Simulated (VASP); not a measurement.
# Mg (P6_3/mmc) in VASP: further runs

Runs on Mg. Level: PBEsol. Tasks: relaxation of cell and atoms.

Everything below comes from runs of VASP 6.6.1. Logs are shortened: lines on timing, memory, paths and dates and some standing lists are left out, and cuts for length are marked.

### Step 1. The cell of the first run

Symmetry: P6_3/mmc, No. 194, hexagonal system. Conventional cell: a = 2.587 Å, b = 2.587 Å, c = 4.205 Å, α = 90.00°, β = 90.00°, γ = 120.00°. Mg (site symmetry -6m2) has 12 Mg at 2.58 to 2.59 Å within 3.4 Å.

### Step 2. Relaxation of cell and atoms, PBEsol, target pressure 100 GPa, at which the enthalpy is minimised

The input, INCAR:

```
SYSTEM = Mg
ALGO = Fast ; EDIFF = 1E-6
EDIFFG = -0.004 ; ENCUT = 600
GGA = PS ; IBRION = 2
ISIF = 3 ; ISMEAR = 0
LASPH = .TRUE. ; LCHARG = .FALSE.
LREAL = .FALSE. ; LWAVE = .FALSE.
NELM = 100 ; NSW = 70
PREC = Accurate ; PSTRESS = 1000.0
SIGMA = 0.1
```

The input, KPOINTS:

```
k-points
0
G
  27 27 14
  0 0 0
```

The input, POSCAR:

```
Mg
1.0
    2.5865279101      0.0000000000      0.0000000000
   -1.2932639550      2.2399988778      0.0000000000
    0.0000000000      0.0000000000      4.2046606048
Mg
2
Direct
    0.3333333333      0.6666666667      0.2500000000
    0.6666666667      0.3333333333      0.7500000000
```

Potentials or basis: VASP PAW PBE potentials, release 64 (Mg).

Command:

```console
> cat potpaw_PBE.64/Mg/POTCAR > POTCAR
> mpirun -np 1 vasp_std > vasp.out
```

OUTCAR:

```text
SYSTEM = Mg
   EDIFF = 1E-6
   EDIFFG = -0.004
   ENCUT = 600
   GGA = PS
   IBRION = 2
   ISIF = 3
   ISMEAR = 0
   LASPH = .TRUE.
   LREAL = .FALSE.
   NELM = 100
   NSW = 70
   PREC = Accurate
   PSTRESS = 1000.0

 ion  position               nearest neighbor table
   1  0.333  0.667  0.250-   2 2.58   2 2.58   2 2.58   2 2.58   2 2.58   2 2.58   2 3.65   2 3.65
                             2 3.65   2 3.65   2 3.65   2 3.65
   2  0.667  0.333  0.750-   1 2.58   1 2.58   1 2.58   1 2.58   1 2.58   1 2.58   1 3.65   1 3.65
                             1 3.65   1 3.65   1 3.65   1 3.65

  LATTYP: Found a hexagonal cell.
 ALAT       =     2.5865279101
 C/A-ratio  =     1.6256003225

  Lattice vectors:

 A1 = (   2.5865279101,   0.0000000000,   0.0000000000)
 A2 = (  -1.2932639550,   2.2399988778,   0.0000000000)
 A3 = (   0.0000000000,   0.0000000000,   4.2046606048)

Analysis of symmetry for initial positions (statically):
=====================================================================
 Subroutine PRICEL returns:
 Original cell was already a primitive cell.

 Routine SETGRP: Setting up the symmetry group for a
 hexagonal supercell.

 Subroutine GETGRP returns: Found 24 space group operations
 (whereof 12 operations were pure point group operations)
 out of a pool of 24 trial point group operations.

The static configuration has the point symmetry D_3d.
 The point group associated with its full space group is D_6h.

Analysis of symmetry for dynamics (positions and initial velocities):
=====================================================================
 Subroutine PRICEL returns:
 Original cell was already a primitive cell.

 Routine SETGRP: Setting up the symmetry group for a
 hexagonal supercell.

 Subroutine GETGRP returns: Found 24 space group operations
 (whereof 12 operations were pure point group operations)
 out of a pool of 24 trial point group operations.

The dynamic configuration has the point symmetry D_3d.
 The point group associated with its full space group is D_6h.

 Subroutine INISYM returns: Found 24 space group operations
 (whereof 12 operations are pure point group operations),
 and found     1 'primitive' translations

----------------------------------------------------------------------------------------

                                     Primitive cell

  volume of cell :      24.3610

  direct lattice vectors                    reciprocal lattice vectors
     2.586527910  0.000000000  0.000000000     0.386618678  0.223214398  0.000000000
    -1.293263955  2.239998878  0.000000000     0.000000000  0.446428795  0.000000000
     0.000000000  0.000000000  4.204660605     0.000000000  0.000000000  0.237831324

  length of vectors
     2.586527910  2.586527910  4.204660605     0.446428795  0.446428795  0.237831324

  position of ions in fractional coordinates (direct lattice)
     0.333333333  0.666666667  0.250000000
     0.666666667  0.333333333  0.750000000

  ion indices of the primitive-cell ions
   primitive index   ion index
                 1           1
                 2           2

----------------------------------------------------------------------------------------

 KPOINTS: k-points

Automatic generation of k-mesh.
 Grid dimensions read from file:
 generate k-points for:   27   27   14

 Generating k-lattice:

  Cartesian coordinates                     Fractional coordinates (reciprocal lattice)
     0.014319210  0.008267200  0.000000000     0.037037037  0.000000000  0.000000000
     0.000000000  0.016534400  0.000000000     0.000000000  0.037037037  0.000000000
     0.000000000  0.000000000  0.016987952     0.000000000  0.000000000  0.071428571

  Length of vectors
     0.016534400  0.016534400  0.016987952

  Shift w.r.t. Gamma in fractional coordinates (k-lattice)
     0.000000000  0.000000000  0.000000000

 Subroutine IBZKPT returns following result:
 ===========================================

 Found    600 irreducible k-points:

 Following reciprocal coordinates:
            Coordinates               Weight
  0.000000  0.000000  0.000000      1.000000
  0.037037  0.000000  0.000000      6.000000
  0.074074  0.000000  0.000000      6.000000
  0.111111  0.000000  0.000000      6.000000
  0.148148  0.000000  0.000000      6.000000
  0.185185  0.000000  0.000000      6.000000
[... 16 lines left out ...]
  0.333333  0.037037  0.000000     12.000000
  0.370370  0.037037  0.000000     12.000000
 [... further k-points ...]
   k-points           NKPTS =    600   k-points in BZ     NKDIM =    600   number of bands    NBANDS=      6
   number of dos      NEDOS =    301   number of ions     NIONS =      2
   total plane-waves  NPLWV =  20736
   dimension x,y,z NGX =    24 NGY =   24 NGZ =   36
   dimension x,y,z NGXF=    48 NGYF=   48 NGZF=   72
   ions per type =               2
   NGX,Y,Z   is equivalent  to a cutoff of  15.43, 15.43, 14.23 a.u.
   NGXF,Y,Z  is equivalent  to a cutoff of  30.85, 30.85, 28.47 a.u.
 SYSTEM =  Mg
   PREC   = accura    normal or accurate (medium, high low for compatibility)
   ISTART =      0    job   : 0-new  1-cont  2-samecut
   ICHARG =      2    charge: 1-file 2-atom 10-const
   ISPIN  =      1    spin polarized calculation?
   LNONCOLLINEAR =      F non collinear calculations
   LSORBIT =      F    spin-orbit coupling
   LASPH  =      T    aspherical Exc in radial PAW
   ENCUT  =  600.0 eV  44.10 Ry    6.64 a.u.   5.17  5.17  8.40*2*pi/ulx,y,z
   NELM   =    100;   NELMIN=  2; NELMDL= -5     # of ELM steps
   EDIFF  = 0.1E-05   stopping-criterion for ELM
   LREAL  =      F    real-space projection
   EDIFFG = -.4E-02   stopping-criterion for IOM
   NSW    =     70    number of steps for IOM
   IBRION =      2    ionic relax: 0-MD 1-quasi-New 2-CG
   NFREE  =      1    steps in history (QN), initial steepest desc. (CG)
   ISIF   =      3    stress and relaxation
   ISYM   =      2    0-nonsym 1-usesym 2-fastsym
   POTIM  = 0.5000    time-step for ionic-motion
   TEBEG  =    0.0;   TEEND  =   0.0 temperature during run
   PSTRESS= 1000.0 pullay stress
   NELECT =       4.0000    total number of electrons
   NUPDOWN=      -1.0000    fix difference up-down
   EMIN   =  10.00;   EMAX   =-10.00  energy-range for DOS
   EFERMI =   0.00;   METHOD = LEGACY
   ISMEAR =     0;   SIGMA  =   0.10  broadening in eV -4-tet -1-fermi 0-gaus
   EFERMI_NEDOS =   21; number of points for ismear=-14 and -15
   IALGO  =     68    algorithm
   IMIX   =      4    mixing-type and parameters
     AMIX     =   0.40;   BMIX     =  1.00
     AMIX_MAG =   1.60;   BMIX_MAG =  1.00
  volume/ion in A,a.u.               =      12.18        82.20
  Fermi-wavevector in a.u.,A,eV,Ry     =   0.896457  1.694058 10.934123  0.803635
  Thomas-Fermi vector in A             =   2.018918
   LORBIT       =      0    0 simple, 1 ext, 2 COOP (PROOUT), +10 PAW based schemes
   GGA     = PS    functional components
   LHFCALC =     F    Hartree Fock is set to
   AEXX    =    0.0000 exact exchange contribution
   IVDW    =     0    specifies the selected vdW correction
   LEPSILON=     F    determine dielectric tensor
   LRPA    =     F    only Hartree local field effects (RPA)
 conjugate gradient relaxation of ions
 non-spin polarized calculation
 RMM-DIIS sequential band-by-band and
 Gauss-broadening in eV      SIGMA  =   0.10
  energy-cutoff  :      600.00
  volume of cell :       24.36
 maximum number of plane-waves:       826
 NGX is ok and might be reduce to    24
   NGX = 11   NGY = 11   NGZ = 17

--------------------------------------- Ionic step        1  -------------------------------------------

 number of electron       4.0000000 magnetization

 Free energy of the ion-electron system (eV)
  ---------------------------------------------------
  ext. energy  EPLUGINS =         0.00000000
  ---------------------------------------------------
  free energy    TOTEN  =        -0.46118050 eV

  energy without entropy =       -0.45863855  energy(sigma->0) =       -0.45990953

------------------------ aborting loop because EDIFF is reached ----------------------------------------

  FORCE on cell =-STRESS in cart. coord.  units (eV):
  Direction    XX          YY          ZZ          XY          YZ          ZX
  --------------------------------------------------------------------------------------
  -------------------------------------------------------------------------------------
  Total       11.6913558     11.6913558     11.6902176      0.0000000     -0.0000000      0.0000000
  in kB      768.9171415    768.9171416    768.8422868      0.0000000     -0.0000000      0.0000000
  external PRESSURE =    -231.1078100 kB  Pullay stress =    1000.0000000 kB
[... 251 lines left out ...]
  enthalpy is  TOTEN    =        14.6091277374 eV   P V=       14.0939921767

--------------------------------------- Ionic step        8  -------------------------------------------

 number of electron       4.0000000 magnetization

 Free energy of the ion-electron system (eV)
  ---------------------------------------------------
  ext. energy  EPLUGINS =         0.00000000
  ---------------------------------------------------
  free energy    TOTEN  =         0.51569215 eV

  energy without entropy =        0.51805572  energy(sigma->0) =        0.51687393

 E-fermi :   7.6395     XC(G=0): -11.1097

 val. band max:        7.6175247073   @ k =   0.3704   0.0370   0.0000
 cond. band min:       7.6396688357   @ k =   0.4074   0.1481   0.4286
 fundamental gap:      0.0221441284
 Fermi energy:         7.6394806119

 k-point     1 :       0.0000    0.0000    0.0000
  band No.  band energies     occupation
      1      -2.8982      2.00000
      2       4.7955      2.00000
      3       6.3507      2.00000
      4      23.2273      0.00000
      5      23.2273      0.00000
      6      24.1944      0.00000

 k-point     2 :       0.0370    0.0000    0.0000
  band No.  band energies     occupation
      1      -2.8541      2.00000
      2       4.8290      2.00000
      3       6.3908      2.00000
      4      22.2391      0.00000
      5      23.0329      0.00000
      6      24.4605      0.00000
[... 190 lines left out ...]
 k-point    24 :       0.3704    0.0370    0.0000
  band No.  band energies     occupation
      1       1.7451      2.00000
      2       7.6175      1.24382
      3       8.5985      0.00000
      4      11.2412      0.00000
      5      14.5687      0.00000
      6      15.3586      0.00000

 [... further k-points ...]

------------------------ aborting loop because EDIFF is reached ----------------------------------------

  FORCE on cell =-STRESS in cart. coord.  units (eV):
  Direction    XX          YY          ZZ          XY          YZ          ZX
  --------------------------------------------------------------------------------------
  -------------------------------------------------------------------------------------
  Total       14.0927582     14.0927582     14.0937334      0.0000000     -0.0000000      0.0000000
  in kB      999.9521080    999.9521081   1000.0213048      0.0000000     -0.0000000      0.0000000
  external PRESSURE =      -0.0248263 kB  Pullay stress =    1000.0000000 kB
[... 17 lines left out ...]
  FREE ENERGIE OF THE ION-ELECTRON SYSTEM (eV)
  ---------------------------------------------------
  free  energy   TOTEN  =         0.5156921475 eV

  energy  without entropy=        0.5180557215  energy(sigma->0) =        0.51687393

  enthalpy is  TOTEN    =        14.6091253305 eV   P V=       14.0934331830

 reached required accuracy - stopping structural energy minimisation
```

It took 95 s on 1 thread of Intel Xeon 6975P-C (Granite Rapids), shared host; peak memory 0.27 GiB.

What came out:

```yaml
Free_energy: 0.5157 eV
Relaxed_volume: 11.29 Å³/atom
Relaxed_cell: a = 2.521 Å, b = 2.521 Å, c = 4.101 Å, α = 90.00°, β = 90.00°, γ = 120.00°
Space_group_after_relaxing_to_0.1_Å: P6_3/mmc (No. 194)
Energy_change_on_relaxing_the_run_minimises_the_enthalpy: +488.4 meV/atom
Ionic_steps: 8
Pressure_after_relaxing: 100.0 GPa
Band_gap_on_the_k_mesh: zero (bands 2 and 3 overlap by 2.51 eV)
```

Step by step:
```csv
step,energy change (eV),largest force (eV/Å),pressure (GPa),volume (Å³)
1,0.0000,0.0000,76.89,24.36
2,4.3133,0.0000,183.53,18.68
3,0.9023,0.0000,98.21,22.70
4,0.9693,0.0000,99.82,22.59
5,0.9909,0.0000,100.34,22.56
6,0.9496,0.0000,99.34,22.62
7,0.9763,0.0000,99.99,22.58
8,0.9769,0.0000,100.00,22.58
```

Final structure:
```cif
data_structure
_symmetry_space_group_name_H-M 'P 1'
_symmetry_Int_Tables_number 1
_cell_length_a 2.5215
_cell_length_b 2.5215
_cell_length_c 4.1009
_cell_angle_alpha 90.000
_cell_angle_beta 90.000
_cell_angle_gamma 120.000
_cell_volume 22.58
loop_
_atom_site_label
_atom_site_type_symbol
_atom_site_fract_x
_atom_site_fract_y
_atom_site_fract_z
_atom_site_occupancy
Mg1 Mg 0.33333 0.66667 0.25000 1
Mg2 Mg 0.66667 0.33333 0.75000 1
```

Caveat: the cell is relaxed towards a set pressure, so the run minimises the enthalpy, not the energy; the PAW data sets were made with another functional, which shifts forces and pressure a little.

### Step 3. Relaxation of cell and atoms, PBEsol, target pressure 50 GPa, at which the enthalpy is minimised

This run uses another cell than the first one, of 23.24 Å³/atom.

The input, INCAR:

```
PREC     = Accurate       # precision mode
ENCUT    = 600            # plane-wave cutoff, eV
EDIFF    = 1E-6           # SCF threshold, eV
ISMEAR   = 0              # smearing method
SIGMA    = 0.1            # smearing width, eV
LREAL    = False          # projectors in reciprocal space
LASPH    = True           # aspherical terms in the spheres
NELM     = 60             # most SCF steps
ALGO     = Fast           # electronic algorithm
ISIF     = 3              # what is computed and relaxed
LWAVE    = False          # write WAVECAR
LCHARG   = False          # write CHGCAR
GGA      = PS             # functional
IBRION   = 2              # ionic algorithm
NSW      = 100            # ionic steps
EDIFFG   = -0.002         # ionic threshold
PSTRESS  = 500.0
```

The input, KPOINTS:

```
Automatic mesh
0
Gamma
  21 21 12
```

The input, POSCAR:

```
Mg
1.0
    3.2093000000      0.0000000000      0.0000000000
   -1.6046500000      2.7793353284      0.0000000000
    0.0000000000      0.0000000000      5.2103000000
Mg
2
Direct
    0.3333333333      0.6666666667      0.2500000000
    0.6666666667      0.3333333333      0.7500000000
```

Potentials or basis: VASP PAW PBE potentials, release 64 (Mg).

Command:

```console
> cat potpaw_PBE.64/Mg/POTCAR > POTCAR
> mpirun -np 1 vasp_std > vasp.out
```

It took 3.7 min on 1 thread of Intel Xeon 6975P-C (Granite Rapids), shared host; peak memory 0.3 GiB.

The run converged. Its results:

```
Free energy                                                : -1.6238 eV
Relaxed volume                                             : 13.67 Å³/atom
Relaxed cell                                               : a = 2.690 Å, b = 2.690 Å, c = 4.364 Å, α = 90.00°, β = 90.00°, γ = 120.00°
Space group after relaxing (to 0.1 Å)                      : P6_3/mmc (No. 194)
Energy change on relaxing (the run minimises the enthalpy) : +910.7 meV/atom
Ionic steps                                                : 19
Pressure after relaxing                                    : 50.0 GPa
Band gap on the k mesh                                     : zero (bands 2 and 3 overlap by 2.54 eV)
```

The path:
| step | energy change (eV) | largest force (eV/Å) | pressure (GPa) | volume (Å³) |
| --- | --- | --- | --- | --- |
| 1 | 0.0000 | 0.0000 | -1.17 | 46.47 |
| 2 | 20.8601 | 0.0000 | 592.43 | 12.29 |
| 3 | 0.9738 | 0.0000 | 30.23 | 30.79 |
| 4 | 1.4105 | 0.0000 | 40.49 | 28.80 |
| 5 | 1.8353 | 0.0000 | 50.32 | 27.29 |
| 6 | 1.7374 | 0.0000 | 48.06 | 27.61 |
| 7 | 1.7414 | 0.0000 | 48.15 | 27.60 |
| 8 | 1.7536 | 0.0000 | 48.44 | 27.56 |
| 9 | 1.7546 | 0.0000 | 48.46 | 27.56 |
| 10 | 1.7573 | 0.0000 | 48.52 | 27.55 |
| 11 | 1.7629 | 0.0000 | 48.65 | 27.53 |
| 12 | 1.7741 | 0.0000 | 48.91 | 27.49 |
| 13 | 1.7965 | 0.0000 | 49.43 | 27.42 |
| 14 | 1.8421 | 0.0000 | 50.48 | 27.27 |
| 15 | 1.8222 | 0.0000 | 50.02 | 27.34 |
| 16 | 1.8221 | 0.0000 | 50.02 | 27.34 |
| 17 | 1.8219 | 0.0000 | 50.01 | 27.34 |
| 18 | 1.8216 | 0.0000 | 50.00 | 27.34 |
| 19 | 1.8214 | 0.0000 | 50.00 | 27.34 |

Final structure:
```
CELL_PARAMETERS angstrom
2.68957 0.00000 0.00000
-1.34478 2.32923 0.00000
0.00000 0.00000 4.36390
ATOMIC_POSITIONS crystal
Mg 0.33333 0.66667 0.25000
Mg 0.66667 0.33333 0.75000
```

Levels at points of the mesh, in eV from the Fermi level:
```tsv
k point	band 1	band 2	band 3	band 4	band 5
(0.00, 0.00, 0.00)	-9.47	-2.54	-1.24	14.20	14.20
(0.00, 0.00, 0.50)	-7.50	-7.50	6.75	6.75	15.01
```

Caveat: the cell is relaxed towards a set pressure, so the run minimises the enthalpy, not the energy; the volume moved by over 15 % at a fixed basis, so the end points are rough; the PAW data sets were made with another functional, which shifts forces and pressure a little.

### Step 4. Relaxation of cell and atoms, PBEsol, target pressure 50 GPa, at which the enthalpy is minimised

This run uses another cell than the first one, of 13.60 Å³/atom.

The input, INCAR:

```
SYSTEM = Mg
ALGO     = Fast           ! electronic algorithm
EDIFF    = 1E-6           ! SCF threshold, eV
EDIFFG   = -0.002         ! ionic threshold
ENCUT    = 600            ! plane-wave cutoff, eV
GGA      = PS             ! functional
IBRION   = 2              ! ionic algorithm
ISIF     = 3              ! what is computed and relaxed
ISMEAR   = 0              ! smearing method
LASPH    = .True.         ! aspherical terms in the spheres
LCHARG   = .False.        ! write CHGCAR
LREAL    = .False.        ! projectors in reciprocal space
LWAVE    = .False.        ! write WAVECAR
NELM     = 80             ! most SCF steps
NSW      = 100            ! ionic steps
PREC     = Accurate       ! precision mode
PSTRESS  = 500.0        
SIGMA    = 0.1            ! smearing width, eV
```

The input, KPOINTS:

```
k-points
0
Gamma
  27 27 14
  0 0 0
```

The input, POSCAR:

```
Mg
1.0
    2.6847918086      0.0000000000      0.0000000000
   -1.3423959043      2.3250979101      0.0000000000
    0.0000000000      0.0000000000      4.3560201327
Mg
2
Direct
    0.3333333333      0.6666666667      0.2500000000
    0.6666666667      0.3333333333      0.7500000000
```

Command:

```console
> cat potpaw_PBE.64/Mg/POTCAR > POTCAR
> mpirun -np 1 vasp_std > vasp.out
```

It took 64 s on 1 thread of Intel Xeon 6975P-C (Granite Rapids), shared host; peak memory 0.28 GiB.

Results (log left out):

| Quantity | Value |
| --- | --- |
| Free energy | -1.6218 eV |
| Relaxed volume | 13.67 Å³/atom |
| Relaxed cell | a = 2.688 Å, b = 2.688 Å, c = 4.368 Å, α = 90.00°, β = 90.00°, γ = 120.00° |
| Space group after relaxing (to 0.1 Å) | P6_3/mmc (No. 194) |
| Energy change on relaxing (the run minimises the enthalpy) | -23.1 meV/atom |
| Ionic steps | 6 |
| Pressure after relaxing | 50.0 GPa |
| Band gap on the k mesh | zero (bands 2 and 3 overlap by 2.38 eV) |

Step by step:
| step | energy change (eV) | largest force (eV/Å) | pressure (GPa) | volume (Å³) |
| --- | --- | --- | --- | --- |
| 1 | 0.0000 | 0.0000 | 51.05 | 27.19 |
| 2 | -0.1096 | 0.0000 | 48.52 | 27.54 |
| 3 | -0.0460 | 0.0000 | 49.99 | 27.34 |
| 4 | -0.0469 | 0.0000 | 49.97 | 27.34 |
| 5 | -0.0464 | 0.0000 | 49.98 | 27.34 |
| 6 | -0.0463 | 0.0000 | 49.98 | 27.34 |

Final structure:
```
Mg
1.0
     2.68819    0.00000    0.00000
    -1.34410    2.32804    0.00000
     0.00000    0.00000    4.36843
Mg
2
Direct
  0.33333 0.66667 0.25000
  0.66667 0.33333 0.75000
```

Levels at points of the mesh, in eV from the Fermi level:
| k point | band 1 | band 2 | band 3 | band 4 | band 5 |
| --- | --- | --- | --- | --- | --- |
| (0.00, 0.00, 0.00) | -9.47 | -2.56 | -1.26 | 14.22 | 14.22 |
| (0.00, 0.00, 0.50) | -7.52 | -7.52 | 6.71 | 6.71 | 15.02 |

Caveat: the cell is relaxed towards a set pressure, so the run minimises the enthalpy, not the energy; the PAW data sets were made with another functional, which shifts forces and pressure a little. Zero-point motion and thermal expansion aren't in these numbers.

[end of part 1 of 2]
